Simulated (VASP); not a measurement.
# ZnO (Fm-3m) in VASP: single point with r2SCAN

Aim: the single point of ZnO with r2SCAN.

All numbers are computed with VASP 6.6.1; they aren't measurements. Logs are shortened: lines on timing, memory, paths and dates and some standing lists are left out, and cuts for length are marked.

**1. The cell of the first run**

The structure is cubic, space group Fm-3m (No. 225). Conventional cell: a = 4.268 Å, b = 4.268 Å, c = 4.268 Å, α = 90.00°, β = 90.00°, γ = 90.00°. Within 2.8 Å of Zn (site symmetry m-3m) lie 6 O at 2.13 Å. Within 2.8 Å of O (site symmetry m-3m) lie 6 Zn at 2.13 Å.

**2. Single point, r2SCAN**

Contents of POSCAR:

```
ZnO
1.0
    0.0000000000      2.1337703963      2.1337703963
    2.1337703963      0.0000000000      2.1337703963
    2.1337703963      2.1337703963      0.0000000000
Zn O
1 1
Direct
    0.0000000000      0.0000000000      0.0000000000
    0.5000000000      0.5000000000      0.5000000000
```

Contents of INCAR.step1:

```
ALGO = Normal ; EDIFF = 1E-5
ENCUT = 1480 ; GGA = PE
GGA_COMPAT = F ; ISMEAR = 0
LASPH = T ; LCHARG = F
LREAL = F ; LWAVE = T
NBANDS = 16 ; NELM = 120
PREC = Accurate ; SIGMA = 0.01
```

Contents of INCAR.step2:

```
ALGO = Normal ; EDIFF = 1E-6
ENCUT = 1480 ; GGA_COMPAT = F
ISIF = 2 ; ISMEAR = 0
ISTART = 1 ; LASPH = T
LCHARG = F ; LMIXTAU = T
LREAL = F ; LWAVE = F
METAGGA = R2SCAN ; NBANDS = 16
NELM = 120 ; PREC = Accurate
SIGMA = 0.01
```

Contents of KPOINTS:

```
k-points
0
Gamma
  8 8 8
```

Potentials or basis: VASP PAW PBE potentials, release 64 (Zn, O_h).

Launch:

```
> cat potpaw_PBE.64/Zn/POTCAR potpaw_PBE.64/O_h/POTCAR > POTCAR
> cp INCAR.step1 INCAR
> mpirun -np 1 vasp_std > vasp.out
> cp INCAR.step2 INCAR
> mpirun -np 1 vasp_std > vasp.out
```

OUTCAR:

```text
EDIFF = 1E-6
   ENCUT = 1480
   ISIF = 2
   ISMEAR = 0
   ISTART = 1
   LASPH = T
   LREAL = F
   METAGGA = R2SCAN
   NELM = 120
   PREC = Accurate

 ion  position               nearest neighbor table
   1  0.000  0.000  0.000-   2 2.13   2 2.13   2 2.13   2 2.13   2 2.13   2 2.13
   2  0.500  0.500  0.500-   1 2.13   1 2.13   1 2.13   1 2.13   1 2.13   1 2.13

  LATTYP: Found a face centered cubic cell.
 ALAT       =     4.2675407926

  Lattice vectors:

 A1 = (   0.0000000000,   2.1337703963,   2.1337703963)
 A2 = (   2.1337703963,   0.0000000000,   2.1337703963)
 A3 = (   2.1337703963,   2.1337703963,   0.0000000000)

Analysis of symmetry for initial positions (statically):
=====================================================================
 Subroutine PRICEL returns:
 Original cell was already a primitive cell.

 Routine SETGRP: Setting up the symmetry group for a
 face centered cubic supercell.

 Subroutine GETGRP returns: Found 48 space group operations
 (whereof 48 operations were pure point group operations)
 out of a pool of 48 trial point group operations.

The static configuration has the point symmetry O_h .

Analysis of symmetry for dynamics (positions and initial velocities):
=====================================================================
 Subroutine PRICEL returns:
 Original cell was already a primitive cell.

 Routine SETGRP: Setting up the symmetry group for a
 face centered cubic supercell.

 Subroutine GETGRP returns: Found 48 space group operations
 (whereof 48 operations were pure point group operations)
 out of a pool of 48 trial point group operations.

The dynamic configuration has the point symmetry O_h .

 Subroutine INISYM returns: Found 48 space group operations
 (whereof 48 operations are pure point group operations),
 and found     1 'primitive' translations

----------------------------------------------------------------------------------------

                                     Primitive cell

  volume of cell :      19.4300

  direct lattice vectors                    reciprocal lattice vectors
     0.000000000  2.133770396  2.133770396    -0.234326993  0.234326993  0.234326993
     2.133770396  0.000000000  2.133770396     0.234326993 -0.234326993  0.234326993
     2.133770396  2.133770396  0.000000000     0.234326993  0.234326993 -0.234326993

  length of vectors
     3.017607033  3.017607033  3.017607033     0.405866257  0.405866257  0.405866257

  position of ions in fractional coordinates (direct lattice)
     0.000000000  0.000000000  0.000000000
     0.500000000  0.500000000  0.500000000

  ion indices of the primitive-cell ions
   primitive index   ion index
                 1           1
                 2           2

----------------------------------------------------------------------------------------

 KPOINTS: k-points

Automatic generation of k-mesh.
 Grid dimensions read from file:
 generate k-points for:    8    8    8

 Generating k-lattice:

  Cartesian coordinates                     Fractional coordinates (reciprocal lattice)
    -0.029290874  0.029290874  0.029290874     0.125000000  0.000000000  0.000000000
     0.029290874 -0.029290874  0.029290874     0.000000000  0.125000000  0.000000000
     0.029290874  0.029290874 -0.029290874     0.000000000  0.000000000  0.125000000

  Length of vectors
     0.050733282  0.050733282  0.050733282

  Shift w.r.t. Gamma in fractional coordinates (k-lattice)
     0.000000000  0.000000000  0.000000000

 Subroutine IBZKPT returns following result:
 ===========================================

 Found     29 irreducible k-points:

 Following reciprocal coordinates:
            Coordinates               Weight
  0.000000  0.000000  0.000000      1.000000
  0.125000  0.000000  0.000000      8.000000
  0.250000  0.000000  0.000000      8.000000
  0.375000  0.000000  0.000000      8.000000
  0.500000  0.000000  0.000000      4.000000
  0.125000  0.125000  0.000000      6.000000
[... 16 lines left out ...]
  0.500000  0.250000  0.125000     48.000000
 -0.375000  0.250000  0.125000     24.000000
 [... further k-points ...]
   k-points           NKPTS =     29   k-points in BZ     NKDIM =     29   number of bands    NBANDS=     16
   number of dos      NEDOS =    301   number of ions     NIONS =      2
   total plane-waves  NPLWV =  64000
   dimension x,y,z NGX =    40 NGY =   40 NGZ =   40
   dimension x,y,z NGXF=    80 NGYF=   80 NGZF=   80
   ions per type =               1   1
   NGX,Y,Z   is equivalent  to a cutoff of  22.04, 22.04, 22.04 a.u.
   NGXF,Y,Z  is equivalent  to a cutoff of  44.07, 44.07, 44.07 a.u.
 SYSTEM =  unknown system
   PREC   = accura    normal or accurate (medium, high low for compatibility)
   ISTART =      1    job   : 0-new  1-cont  2-samecut
   ICHARG =      0    charge: 1-file 2-atom 10-const
   ISPIN  =      1    spin polarized calculation?
   LNONCOLLINEAR =      F non collinear calculations
   LSORBIT =      F    spin-orbit coupling
   LASPH  =      T    aspherical Exc in radial PAW
   ENCUT  = 1480.0 eV 108.78 Ry   10.43 a.u.   9.47  9.47  9.47*2*pi/ulx,y,z
   NELM   =    120;   NELMIN=  2; NELMDL=  0     # of ELM steps
   EDIFF  = 0.1E-05   stopping-criterion for ELM
   LREAL  =      F    real-space projection
   EDIFFG = 0.1E-04   stopping-criterion for IOM
   NSW    =      0    number of steps for IOM
   IBRION =     -1    ionic relax: 0-MD 1-quasi-New 2-CG
   NFREE  =      0    steps in history (QN), initial steepest desc. (CG)
   ISIF   =      2    stress and relaxation
   ISYM   =      2    0-nonsym 1-usesym 2-fastsym
   POTIM  = 0.5000    time-step for ionic-motion
   TEBEG  =    0.0;   TEEND  =   0.0 temperature during run
   PSTRESS=    0.0 pullay stress
   NELECT =      18.0000    total number of electrons
   NUPDOWN=      -1.0000    fix difference up-down
   EMIN   =  10.00;   EMAX   =-10.00  energy-range for DOS
   EFERMI =   0.00;   METHOD = LEGACY
   ISMEAR =     0;   SIGMA  =   0.01  broadening in eV -4-tet -1-fermi 0-gaus
   EFERMI_NEDOS =   21; number of points for ismear=-14 and -15
   IALGO  =     38    algorithm
   IMIX   =      4    mixing-type and parameters
     AMIX     =   0.40;   BMIX     =  1.00
     AMIX_MAG =   1.60;   BMIX_MAG =  1.00
  volume/ion in A,a.u.               =       9.72        65.56
  Fermi-wavevector in a.u.,A,eV,Ry     =   1.595908  3.015830 34.653003  2.546924
  Thomas-Fermi vector in A             =   2.693754
   LORBIT       =      0    0 simple, 1 ext, 2 COOP (PROOUT), +10 PAW based schemes
   METAGGA = R2SCAN    functional components
   LHFCALC =     F    Hartree Fock is set to
   AEXX    =    0.0000 exact exchange contribution
   IVDW    =     0    specifies the selected vdW correction
   LEPSILON=     F    determine dielectric tensor
   LRPA    =     F    only Hartree local field effects (RPA)
 non-spin polarized calculation
 Gauss-broadening in eV      SIGMA  =   0.01
  energy-cutoff  :     1480.00
  volume of cell :       19.43
 maximum number of plane-waves:      2565
 NGX is ok and might be reduce to    40
   NGX = 19   NGY = 19   NGZ = 19

 number of electron      18.0000000 magnetization

 Free energy of the ion-electron system (eV)
  ---------------------------------------------------
  ext. energy  EPLUGINS =         0.00000000
  ---------------------------------------------------
  free energy    TOTEN  =       -17.96638542 eV

  energy without entropy =      -17.96638542  energy(sigma->0) =      -17.96638542

 E-fermi :   3.0116     XC(G=0): -13.1300

 val. band max:        2.8464809041   @ k =   0.5000   0.0000   0.0000
 cond. band min:       4.3971952035   @ k =   0.0000   0.0000   0.0000
 fundamental gap:      1.5507142994
 Fermi energy:         3.0115635430

 k-point     1 :       0.0000    0.0000    0.0000
  band No.  band energies     occupation
      1     -16.7598      2.00000
      2      -2.0642      2.00000
      3      -2.0642      2.00000
      4      -2.0642      2.00000
      5      -1.8754      2.00000
      6      -1.8754      2.00000
[... 8 lines left out ...]
     15      23.5972      0.00000
     16      23.5972      0.00000

 k-point     2 :       0.1250    0.0000    0.0000
  band No.  band energies     occupation
      1     -16.5928      2.00000
      2      -2.2081      2.00000
      3      -2.1516      2.00000
      4      -2.1516      2.00000
      5      -1.9639      2.00000
      6      -1.9639      2.00000
[... 8 lines left out ...]
     15      23.5979      0.00000
     16      23.5979      0.00000

 k-point     3 :       0.2500    0.0000    0.0000
  band No.  band energies     occupation
      1     -16.1579      2.00000
      2      -2.9721      2.00000
      3      -2.5940      2.00000
      4      -2.5940      2.00000
      5      -1.8449      2.00000
      6      -1.8449      2.00000
[... 8 lines left out ...]
     15      24.8871      0.00000
     16      24.8871      0.00000

 k-point     4 :       0.3750    0.0000    0.0000
  band No.  band energies     occupation
      1     -15.6657      2.00000
      2      -4.1146      2.00000
      3      -2.9687      2.00000
      4      -2.9687      2.00000
      5      -1.7074      2.00000
      6      -1.7074      2.00000
[... 8 lines left out ...]
     15      27.0645      0.00000
     16      27.0645      0.00000

 k-point     5 :       0.5000    0.0000    0.0000
  band No.  band energies     occupation
      1     -15.4397      2.00000
      2      -4.6177      2.00000
      3      -3.1083      2.00000
      4      -3.1083      2.00000
      5      -1.6490      2.00000
      6      -1.6490      2.00000
[... 8 lines left out ...]
     15      28.7695      0.00000
     16      28.7695      0.00000

 k-point     6 :       0.1250    0.1250    0.0000
  band No.  band energies     occupation
      1     -16.5415      2.00000
      2      -2.4346      2.00000
      3      -2.1246      2.00000
      4      -2.0692      2.00000
      5      -2.0692      2.00000
      6      -1.8464      2.00000
[... 8 lines left out ...]
     15      26.2733      0.00000
     16      26.4236      0.00000

 k-point     7 :       0.2500    0.1250    0.0000
  band No.  band energies     occupation
      1     -16.2072      2.00000
      2      -3.0041      2.00000
      3      -2.3744      2.00000
      4      -2.2625      2.00000
      5      -1.9794      2.00000
      6      -1.7895      2.00000
[... 8 lines left out ...]
     15      26.2036      0.00000
     16      27.2963      0.00000

 k-point     8 :       0.3750    0.1250    0.0000
  band No.  band energies     occupation
      1     -15.7439      2.00000
      2      -3.7298      2.00000
      3      -2.8587      2.00000
      4      -2.6784      2.00000
      5      -1.8336      2.00000
      6      -1.6743      2.00000
[... 8 lines left out ...]
     15      26.4837      0.00000
     16      28.5160      0.00000

 k-point     9 :       0.5000    0.1250    0.0000
  band No.  band energies     occupation
      1     -15.4266      2.00000
      2      -4.3188      2.00000
      3      -3.0708      2.00000
      4      -2.9816      2.00000
      5      -1.6989      2.00000
      6      -1.6349      2.00000
[... 8 lines left out ...]
     15      26.8299      0.00000
     16      29.0579      0.00000
[... 172 lines left out ...]
 k-point    19 :       0.5000    0.3750    0.0000
  band No.  band energies     occupation
      1     -15.3468      2.00000
      2      -3.0678      2.00000
      3      -2.5652      2.00000
      4      -2.0571      2.00000
      5      -1.6322      2.00000
      6      -1.5633      2.00000
[... 8 lines left out ...]
     15      31.5394      0.00000
     16      32.5210      0.00000

 k-point    20 :      -0.3750    0.3750    0.0000
  band No.  band energies     occupation
      1     -15.2686      2.00000
      2      -3.0800      2.00000
      3      -2.8806      2.00000
      4      -2.5351      2.00000
      5      -1.6466      2.00000
      6      -1.5991      2.00000
[... 8 lines left out ...]
     15      29.6791      0.00000
     16      32.2255      0.00000

 k-point    21 :       0.5000    0.5000    0.0000
  band No.  band energies     occupation
      1     -15.3270      2.00000
      2      -2.8324      2.00000
      3      -2.4796      2.00000
      4      -1.6766      2.00000
      5      -1.5338      2.00000
      6      -1.5338      2.00000
[... 8 lines left out ...]
     15      30.8252      0.00000
     16      35.2815      0.00000

 k-point    22 :       0.3750    0.2500    0.1250
  band No.  band energies     occupation
      1     -15.8688      2.00000
      2      -3.4453      2.00000
      3      -2.5837      2.00000
      4      -2.4608      2.00000
      5      -1.8872      2.00000
      6      -1.6736      2.00000
[... 8 lines left out ...]
     15      28.2082      0.00000
     16      28.4352      0.00000

 k-point    23 :       0.5000    0.2500    0.1250
  band No.  band energies     occupation
      1     -15.5016      2.00000
      2      -3.7857      2.00000
      3      -2.9092      2.00000
      4      -2.7016      2.00000
      5      -1.7655      2.00000
      6      -1.6130      2.00000
[... 8 lines left out ...]
     15      27.4095      0.00000
     16      29.5547      0.00000

 k-point    24 :      -0.3750    0.2500    0.1250
  band No.  band energies     occupation
      1     -15.3393      2.00000
      2      -3.9287      2.00000
      3      -2.9715      2.00000
      4      -2.9043      2.00000
      5      -1.6730      2.00000
      6      -1.6427      2.00000
[... 8 lines left out ...]
     15      25.6267      0.00000
     16      30.3855      0.00000

 [... further k-points ...]

------------------------ aborting loop because EDIFF is reached ----------------------------------------

  FORCE on cell =-STRESS in cart. coord.  units (eV):
  Direction    XX          YY          ZZ          XY          YZ          ZX
  --------------------------------------------------------------------------------------
  -------------------------------------------------------------------------------------
  Total        0.1499620      0.1499620      0.1499620      0.0000000      0.0000000     -0.0000000
  in kB       12.3657026     12.3657026     12.3657026      0.0000000      0.0000000     -0.0000000
  external PRESSURE =      12.3657026 kB  Pullay stress =       0.0000000 kB

 VOLUME and BASIS-vectors are now :
 -----------------------------------------------------------------------------
  energy-cutoff  :     1480.00
  volume of cell :       19.43
      direct lattice vectors                 reciprocal lattice vectors
     0.000000000  2.133770396  2.133770396    -0.234326993  0.234326993  0.234326993
     2.133770396  0.000000000  2.133770396     0.234326993 -0.234326993  0.234326993
     2.133770396  2.133770396  0.000000000     0.234326993  0.234326993 -0.234326993

 POSITION                                       TOTAL-FORCE (eV/Angst)
 -----------------------------------------------------------------------------------
      0.00000      0.00000      0.00000        -0.000000      0.000000     -0.000000
      2.13377      2.13377      2.13377         0.000000     -0.000000      0.000000
 -----------------------------------------------------------------------------------
    total drift:                                0.000000     -0.000000     -0.000000

  FREE ENERGIE OF THE ION-ELECTRON SYSTEM (eV)
  ---------------------------------------------------
  free  energy   TOTEN  =       -17.9663854169 eV

  energy  without entropy=      -17.9663854169  energy(sigma->0) =      -17.96638542
```

Run time: 2.7 min. Hardware: 1 thread of Intel Xeon Platinum 8259CL at 2.50GHz (Skylake/Cascade Lake), shared host; peak memory 0.29 GiB.

Results:

| Item | Value |
| --- | --- |
| Free energy | -17.9664 eV |
| Pressure | 1.2 GPa |
| Band gap on the k mesh | 1.55 eV (least direct gap 2.99 eV) |

Caveat: the structure was generated, so it needn't be the stable form of ZnO; the PAW data sets were made with another functional, which shifts forces and pressure a little.
